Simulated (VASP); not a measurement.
Sc:

```xyz
1
Lattice="3.2470 0.0605 -0.0060 1.5769 2.7993 0.0051 1.5832 0.9393 2.7074" Properties=species:S:1:pos:R:3 pbc="T T T"
Sc   -0.0397    0.0351    0.0077
```

This cell differs from its parent crystal: the cell strained at random.

- Program: VASP 6.6.1
- Task: relaxation of cell and atoms
- Functional: RPBE
- Dispersion: D3(BJ)
- Potentials or basis: VASP PAW PBE potentials, release 64 (Sc_sv)
- Cutoff: 600 eV
- k mesh: 10 × 10 × 10
- Occupations: gaussian, width 0.1 eV
- Spin: no spin polarisation

At the start: pressure -18.6 GPa; volume 24.35 Å³/atom.

How do energy, volume and symmetry change on relaxing?

Over 11 steps the energy falls by 532.5 meV/atom and the volume is 17.20 Å³/atom (-29.4 %); space group C2/m (No. 12, to 0.1 Å) before, Fm-3m (No. 225, to 0.1 Å).

Step by step:
| step | energy change (eV) | largest force (eV/Å) | pressure (GPa) | volume (Å³) |
| --- | --- | --- | --- | --- |
| 1 | 0.0000 | 0.0000 | -18.58 | 24.35 |
| 2 | -0.4882 | 0.0000 | 9.67 | 15.69 |
| 3 | -0.5308 | 0.0000 | 0.39 | 17.14 |
| 4 | -0.5307 | 0.0000 | -0.29 | 17.27 |
| 5 | -0.5323 | 0.0000 | -0.32 | 17.27 |
| 6 | -0.5323 | 0.0000 | -0.32 | 17.27 |
| 7 | -0.5324 | 0.0000 | 0.14 | 17.18 |
| 8 | -0.5324 | 0.0000 | 0.09 | 17.20 |
| 9 | -0.5324 | 0.0000 | 0.05 | 17.20 |
| 10 | -0.5325 | 0.0000 | 0.02 | 17.21 |
| 11 | -0.5325 | 0.0000 | 0.02 | 17.20 |

Final structure:
```
CELL_PARAMETERS angstrom
2.89700 0.05175 0.01032
1.40435 2.53365 0.01470
1.42454 0.85156 2.37562
ATOMIC_POSITIONS crystal
Sc 0.98058 0.01203 0.00278
```

Caveat: the cell differs from its parent crystal (the cell strained at random); the volume moved by over 15 % at a fixed basis, so the end points are rough; the PAW data sets were made with another functional, which shifts forces and pressure a little.
